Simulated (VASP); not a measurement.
A run of VASP 6.6.1 is set up as follows.

INCAR

```
SYSTEM = SnS2
PREC = Accurate
ENCUT = 450
EDIFF = 1E-7
ISMEAR = -1
SIGMA = 0.02
LREAL = .False.
LASPH = .True.
NELM = 120
ALGO = Normal
ISIF = 2
LWAVE = .False.
LCHARG = .False.
GGA = PE
IBRION = 2
NSW = 80
EDIFFG = -0.02
GGA_COMPAT = .False.
NELMIN = 4
```

File KPOINTS:

```
Automatic mesh
0
Gamma
  14 14 8
  0 0 0
```

The input POSCAR:

```
SnS2
1.0
    3.6050000000      0.0000000000      0.0000000000
   -1.8025000000      3.1220215806      0.0000000000
    0.0000000000      0.0000000000      5.5692000000
Sn S
1 2
Direct
    0.0000000000      0.0000000000      0.0000000000
    0.6666666667      0.3333333333      0.7286993890
    0.3333333333      0.6666666667      0.2713006110
```

Potentials or basis: VASP PAW PBE potentials, release 64 (Sn_d, S).

Run with:

```bash
$ cat potpaw_PBE.64/Sn_d/POTCAR potpaw_PBE.64/S/POTCAR > POTCAR
$ mpirun -np 1 vasp_std > vasp.out
```

Task: What does it give for the band gap on the k mesh?

Result: 1.10 eV (least direct gap 1.83 eV).

Task: Predict the energy gained by relaxing.

Result: 2.4 meV/atom.

Stress tensor (GPa, compression positive):
```
6.78 0.00 0.00
0.00 6.78 0.00
0.00 0.00 5.53
```

Caveat: the cell differs from its parent crystal (z stretched by +2 %); spin-orbit coupling is left out, which moves the levels of the heavy elements. A k mesh can miss the band edges.
